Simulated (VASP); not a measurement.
A run of VASP 6.6.1 is set up as follows.

The input INCAR:

```
SYSTEM = V2N3
ALGO = Normal
EDIFF = 1E-6
EDIFFG = -0.01
ENCUT = 600
GGA = PS
IBRION = 2
ISIF = 4
ISMEAR = 0
LASPH = .TRUE.
LCHARG = .FALSE.
LREAL = .FALSE.
LWAVE = .FALSE.
NELM = 100
NSW = 50
PREC = Accurate
SIGMA = 0.1
```

KPOINTS

```
k-points
0
G
  12 12 6
  0 0 0
```

File POSCAR:

```
V2N3
1.0
    2.7175950840      0.0000000000      0.0000000000
   -1.3587975420      2.3535063799      0.0000000000
    0.0000000000      0.0000000000      6.0942127214
V N
2 3
Direct
    0.6666666667      0.3333333333      0.3021995846
    0.3333333333      0.6666666667      0.6978004154
    0.0000000000      0.0000000000      0.5000000000
    0.0000000000      0.0000000000      0.1075313384
    0.0000000000      0.0000000000      0.8924686616
```

Potentials or basis: VASP PAW PBE potentials, release 64 (V_sv, N).

Run with:

```bash
$ cat potpaw_PBE.64/V_sv/POTCAR potpaw_PBE.64/N/POTCAR > POTCAR
$ mpirun -np 1 vasp_std > vasp.out
```

Problem. Estimate the band gap on the k mesh.

Solution. Zero (an odd number of electrons rules out a gap without spin polarisation).

The path:
```
step  energy change (eV)  largest force (eV/Å)  pressure (GPa)  volume (Å³)
   1              0.0000                0.2568           24.13        38.98
   2              0.0144                1.0337           22.20        38.98
   3             -0.0027                0.1432           23.54        38.98
   4             -0.0029                0.1003           23.14        38.98
   5             -0.0033                0.0438           23.31        38.98
   6             -0.0034                0.0231           23.41        38.98
   7             -0.0034                0.0091           23.34        38.98
```

Caveat: the PAW data sets were made with another functional, which shifts forces and pressure a little; the run has no spin polarisation, though such a crystal can be magnetic. With open d or f shells a metallic result of PBEsol can be an artefact of self-interaction; +U or a hybrid may open a gap.
